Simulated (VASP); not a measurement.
Here is a VASP 6.6.1 calculation.

INCAR

```
ALGO = Normal
EDIFF = 1E-7
ENCUT = 520
GGA = PE
ISIF = 2
ISMEAR = -1
LASPH = True
LCHARG = False
LREAL = False
LWAVE = False
NBANDS = 48
NELM = 80
PREC = Accurate
SIGMA = 0.02
```

The input KPOINTS:

```
k-points
0
Gamma
  4 4 4
```

POSCAR

```
CaSn3Se4
1.0
    6.1603388716      0.0000000000      0.0000000000
    0.0000000000      6.1603388716      0.0000000000
    0.0000000000      0.0000000000      6.1603388716
Sn Se Ca
3 4 1
Direct
    0.5000000000      0.0000000000      0.0000000000
    0.0000000000      0.5000000000      0.0000000000
    0.0000000000      0.0000000000      0.5000000000
    0.0000000000      0.5000000000      0.5000000000
    0.5000000000      0.0000000000      0.5000000000
    0.5000000000      0.5000000000      0.0000000000
    0.0000000000      0.0000000000      0.0000000000
    0.5000000000      0.5000000000      0.5000000000
```

Potentials or basis: VASP PAW PBE potentials, release 64 (Sn_d, Se, Ca_sv).

Launch:

```bash
$ cat potpaw_PBE.64/Sn_d/POTCAR potpaw_PBE.64/Se/POTCAR potpaw_PBE.64/Ca_sv/POTCAR > POTCAR
$ mpirun -np 1 vasp_std > vasp.out
```

(1) Predict the band gap on the k mesh.

(2) What does it give for the pressure?

Results:

(1) zero (filled and empty bands touch).

(2) -2.4 GPa.

Caveat: spin-orbit coupling is left out, which moves the levels of the heavy elements.
